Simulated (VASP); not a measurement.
# Ga (C2/c) in VASP: settings compared, part 3 of 3

VASP 6.6.1. Earlier steps stand in the parts before.

**7. Single point, r2SCAN, non-collinear spin, zero start, spin-orbit coupling**

POSCAR reads:

```
Ga
1.0
    1.3830000000     -4.0265000000      0.0000000000
    1.3830000000      4.0265000000      0.0000000000
   -0.1174474948      0.0000000000      3.3299294416
Ga
2
Direct
    0.1310000000      0.8690000000      0.7500000000
    0.8690000000      0.1310000000      0.2500000000
```

INCAR.step1 reads:

```
SYSTEM = Ga
PREC = Accurate
ENCUT = 520
ISMEAR = -1
SIGMA = 0.05
LREAL = .FALSE.
LASPH = .TRUE.
NELM = 150
LNONCOLLINEAR = .TRUE.
MAGMOM = 0 0 0 0 0 0
LSORBIT = .TRUE.
GGA_COMPAT = .FALSE.
NBANDS = 38
GGA = PE
ALGO = Normal
EDIFF = 1E-4
LWAVE = .TRUE.
LCHARG = .FALSE.
```

INCAR.step2 reads:

```
SYSTEM = Ga
PREC = Accurate
ENCUT = 520
EDIFF = 1E-6
ISMEAR = -1
SIGMA = 0.05
LREAL = .FALSE.
LASPH = .TRUE.
NELM = 150
ALGO = Normal
ISIF = 2
LWAVE = .FALSE.
LCHARG = .FALSE.
LNONCOLLINEAR = .TRUE.
MAGMOM = 0 0 0 0 0 0
LORBIT = 11
LSORBIT = .TRUE.
GGA_COMPAT = .FALSE.
LORBMOM = .TRUE.
METAGGA = R2SCAN
LMIXTAU = .TRUE.
NBANDS = 38
ISTART = 1
```

KPOINTS reads:

```
Automatic mesh
0
G
  7 7 6
  0 0 0
```

Potentials or basis: VASP PAW PBE potentials, release 64 (Ga_d).

Command:

```sh
> cat potpaw_PBE.64/Ga_d/POTCAR > POTCAR
> cp INCAR.step1 INCAR
> mpirun -np 1 vasp_ncl > vasp.out
> cp INCAR.step2 INCAR
> mpirun -np 1 vasp_ncl > vasp.out
```

OUTCAR:

```text
SYSTEM = Ga
   PREC = Accurate
   ENCUT = 520
   EDIFF = 1E-6
   ISMEAR = -1
   LREAL = .FALSE.
   LASPH = .TRUE.
   NELM = 150
   ISIF = 2
   LNONCOLLINEAR = .TRUE.
   LORBIT = 11
   LSORBIT = .TRUE.
   METAGGA = R2SCAN
   ISTART = 1

 ion  position               nearest neighbor table
   1  0.131  0.869  0.750-   2 2.69   2 2.69   2 2.86   2 2.86   2 2.92   2 2.92
   2  0.869  0.131  0.250-   1 2.69   1 2.69   1 2.86   1 2.86   1 2.92   1 2.92

  LATTYP: Found a base centered monoclinic cell.
 ALAT       =     2.7660000000
 B/A-ratio  =     2.9114244396
 C/A-ratio  =     1.2046276211
 COS(beta)  =    -0.0352483478

  Lattice vectors:

 A1 = (   1.3830000000,  -4.0265000000,   0.0000000000)
 A2 = (   1.3830000000,   4.0265000000,   0.0000000000)
 A3 = (  -0.1174474948,   0.0000000000,   3.3299294416)

Analysis of symmetry for initial positions (statically):
=====================================================================
 Subroutine PRICEL returns:
 Original cell was already a primitive cell.

 Routine SETGRP: Setting up the symmetry group for a
 base centered monoclinic supercell.

 Subroutine GETGRP returns: Found  4 space group operations
 (whereof  2 operations were pure point group operations)
 out of a pool of  4 trial point group operations.

The static configuration has the point symmetry S_2 .
 The point group associated with its full space group is C_2h.

Analysis of symmetry for dynamics (positions and initial velocities):
=====================================================================
 Subroutine PRICEL returns:
 Original cell was already a primitive cell.

 Routine SETGRP: Setting up the symmetry group for a
 base centered monoclinic supercell.

 Subroutine GETGRP returns: Found  4 space group operations
 (whereof  2 operations were pure point group operations)
 out of a pool of  4 trial point group operations.

The dynamic configuration has the point symmetry S_2 .
 The point group associated with its full space group is C_2h.

Analysis of structural, dynamic, and magnetic symmetry:
=====================================================================
 Subroutine PRICEL returns:
 Original cell was already a primitive cell.

 Routine SETGRP: Setting up the symmetry group for a
 base centered monoclinic supercell.

 Subroutine GETGRP returns: Found  4 space group operations
 (whereof  2 operations were pure point group operations)
 out of a pool of  4 trial point group operations.

The overall configuration has the point symmetry S_2 .
 The point group associated with its full space group is C_2h.

 Subroutine INISYM returns: Found  4 space group operations
 (whereof  2 operations are pure point group operations),
 and found     1 'primitive' translations

----------------------------------------------------------------------------------------

                                     Primitive cell

  volume of cell :      37.0864

  direct lattice vectors                    reciprocal lattice vectors
     1.383000000 -4.026500000  0.000000000     0.361532899 -0.124177325  0.012751361
     1.383000000  4.026500000  0.000000000     0.361532899  0.124177325  0.012751361
    -0.117447495  0.000000000  3.329929442     0.000000000  0.000000000  0.300306663

  length of vectors
     4.257392541  4.257392541  3.332000000     0.382476983  0.382476983  0.300306663
[... 1131 lines left out ...]
  -------------------------------------------------------------------------------------
  Total       -0.3561220     -0.0175886     -0.2367311      0.0000000      0.0000000     -0.1025679
  in kB      -15.3848926     -0.7598500    -10.2270639      0.0000000      0.0000000     -4.4310556
  external PRESSURE =      -8.7906022 kB  Pullay stress =       0.0000000 kB

 VOLUME and BASIS-vectors are now :
 -----------------------------------------------------------------------------
  energy-cutoff  :      520.00
  volume of cell :       37.09
      direct lattice vectors                 reciprocal lattice vectors
     1.383000000 -4.026500000  0.000000000     0.361532899 -0.124177325  0.012751361
     1.383000000  4.026500000  0.000000000     0.361532899  0.124177325  0.012751361
    -0.117447495  0.000000000  3.329929442     0.000000000  0.000000000  0.300306663

 POSITION                                       TOTAL-FORCE (eV/Angst)
 -----------------------------------------------------------------------------------
      1.29491      2.97156      2.49745         0.000000     -0.153582      0.000000
      1.35364     -2.97156      0.83248        -0.000000      0.153582      0.000000
 -----------------------------------------------------------------------------------
    total drift:                                0.000000      0.000000      0.000000

  FREE ENERGIE OF THE ION-ELECTRON SYSTEM (eV)
  ---------------------------------------------------
  free  energy   TOTEN  =       -22.6844099295 eV

  energy  without entropy=      -22.6765549611  energy(sigma->0) =      -22.68048245

 orbital moment (x)

 # of ion     p       d       tot
 ----------------------------------------
  1         0.000  -0.000  -0.000
  2         0.000  -0.000  -0.000
 ----------------------------------------
            0.000  -0.000  -0.000

 orbital moment (y)

 # of ion     p       d       tot
 ----------------------------------------
  1        -0.000  -0.000  -0.000
  2        -0.000  -0.000  -0.000
 ----------------------------------------
           -0.000  -0.000  -0.000

 orbital moment (z)

 # of ion     p       d       tot
 ----------------------------------------
  1         0.000   0.000   0.000
  2         0.000   0.000   0.000
 ----------------------------------------
            0.000   0.000   0.000

 Spin-Orbit-Coupling matrix elements

 Ion:    1  E_soc:     -0.0106901
 l=   1
     0.0000000    -0.0009613    -0.0010083
    -0.0009613     0.0000000    -0.0009511
    -0.0010083    -0.0009511     0.0000000
 l=   2
     0.0000000    -0.0001621     0.0000000    -0.0001635    -0.0006508
    -0.0001621     0.0000000    -0.0004837    -0.0001608    -0.0001608
     0.0000000    -0.0004837     0.0000000    -0.0004830     0.0000000
    -0.0001635    -0.0001608    -0.0004830     0.0000000    -0.0001595
    -0.0006508    -0.0001608     0.0000000    -0.0001595     0.0000000
 l=   3
     0.0000000     0.0000000     0.0000000     0.0000000     0.0000000     0.0000000     0.0000000
     0.0000000     0.0000000     0.0000000     0.0000000     0.0000000     0.0000000     0.0000000
     0.0000000     0.0000000     0.0000000     0.0000000     0.0000000     0.0000000     0.0000000
     0.0000000     0.0000000     0.0000000     0.0000000     0.0000000     0.0000000     0.0000000
     0.0000000     0.0000000     0.0000000     0.0000000     0.0000000     0.0000000     0.0000000
     0.0000000     0.0000000     0.0000000     0.0000000     0.0000000     0.0000000     0.0000000
     0.0000000     0.0000000     0.0000000     0.0000000     0.0000000     0.0000000     0.0000000

 Ion:    2  E_soc:     -0.0106901
 l=   1
     0.0000000    -0.0009613    -0.0010083
    -0.0009613     0.0000000    -0.0009511
    -0.0010083    -0.0009511     0.0000000
 l=   2
     0.0000000    -0.0001621     0.0000000    -0.0001635    -0.0006508
    -0.0001621     0.0000000    -0.0004837    -0.0001608    -0.0001608
     0.0000000    -0.0004837     0.0000000    -0.0004830     0.0000000
    -0.0001635    -0.0001608    -0.0004830     0.0000000    -0.0001595
    -0.0006508    -0.0001608     0.0000000    -0.0001595     0.0000000
 l=   3
     0.0000000     0.0000000     0.0000000     0.0000000     0.0000000     0.0000000     0.0000000
     0.0000000     0.0000000     0.0000000     0.0000000     0.0000000     0.0000000     0.0000000
     0.0000000     0.0000000     0.0000000     0.0000000     0.0000000     0.0000000     0.0000000
     0.0000000     0.0000000     0.0000000     0.0000000     0.0000000     0.0000000     0.0000000
     0.0000000     0.0000000     0.0000000     0.0000000     0.0000000     0.0000000     0.0000000
     0.0000000     0.0000000     0.0000000     0.0000000     0.0000000     0.0000000     0.0000000
     0.0000000     0.0000000     0.0000000     0.0000000     0.0000000     0.0000000     0.0000000

 total charge

# of ion       s       p       d       tot
------------------------------------------
    1        0.965   0.628   9.960  11.552
    2        0.965   0.628   9.960  11.552
--------------------------------------------------
tot          1.930   1.255  19.919  23.105

 magnetization (x)

# of ion       s       p       d       tot
------------------------------------------
    1        0.000   0.000   0.000   0.000
    2        0.000   0.000   0.000   0.000
--------------------------------------------------
tot          0.000   0.000   0.000   0.000

 magnetization (y)

# of ion       s       p       d       tot
------------------------------------------
    1       -0.000  -0.000   0.000  -0.000
    2       -0.000  -0.000   0.000  -0.000
--------------------------------------------------
tot         -0.000  -0.000   0.000  -0.000

 magnetization (z)

# of ion       s       p       d       tot
------------------------------------------
    1        0.000   0.000   0.000   0.000
    2        0.000   0.000   0.000   0.000
--------------------------------------------------
tot          0.000   0.000   0.000   0.000
```

Wall time 14 min (1 thread of AMD EPYC 9R45 (Zen 5), shared host); peak memory 0.4 GiB.

Results:

- Free energy: -22.6844 eV
- Pressure: -0.9 GPa
- Largest force: 0.154 eV/Å
- Net moment: 0.00 μB per cell
- Valence electrons inside the program's atomic spheres: Ga 11.55

Forces in eV/Å, atoms in the order of the input:
```
Ga   0.000 -0.154  0.000
Ga   0.000  0.154  0.000
```

Stress tensor (GPa, compression positive):
```
-1.54  0.00 -0.44
 0.00 -0.08  0.00
-0.44  0.00 -1.02
```

Moments on the atoms (μB; x, y, z):
```
Ga  0.00 0.00 0.00
Ga  0.00 0.00 0.00
```

Caveat: the PAW data sets were made with another functional, which shifts forces and pressure a little.

**8. The runs side by side**

| task | level | spin | cell | k mesh | cutoff (eV) | gap on the mesh (eV) | pressure (GPa) | relaxed volume (Å³/atom) | largest force (eV/Å) |
| --- | --- | --- | --- | --- | --- | --- | --- | --- | --- |
| relaxation of cell and atoms | RPBE+D4 | off | relaxed | 10 × 10 × 8 | 600 | none | 0.0 | 17.35 | - |
| relaxation of cell and atoms | PBE+D3(BJ) | off | relaxed | 10 × 10 × 8 | 600 | none | 0.0 | 18.23 | 0.01 |
| relaxation of cell and atoms | PBEsol | off | relaxed to 10 GPa | 10 × 10 × 8 | 600 | none | 10.0 | - | - |
| relaxation of cell and atoms | PBEsol | off | relaxed to 20 GPa | 10 × 10 × 8 | 600 | none | 20.0 | - | - |
| relaxation of cell and atoms | PBEsol | off | relaxed to 30 GPa | 10 × 10 × 8 | 600 | none | 30.0 | - | - |
| single point | r2SCAN | non-collinear, zero start, SOC | as given | 7 × 7 × 6 | 520 | - | -0.9 | - | 0.15 |

Alike in all rows: potentials or basis VASP PAW PBE potentials, release 64 (Ga_d); smearing fermi-dirac 0.05 eV.

Caveats: the PAW data sets were made with another functional, which shifts forces and pressure a little (at least some runs); the cell is relaxed towards a set pressure, so the run minimises the enthalpy, not the energy (at least some runs); the volume moved by over 15 % at a fixed basis, so the end points are rough (at least some runs).

Absolute energies hang on the potentials; compare differences alone.
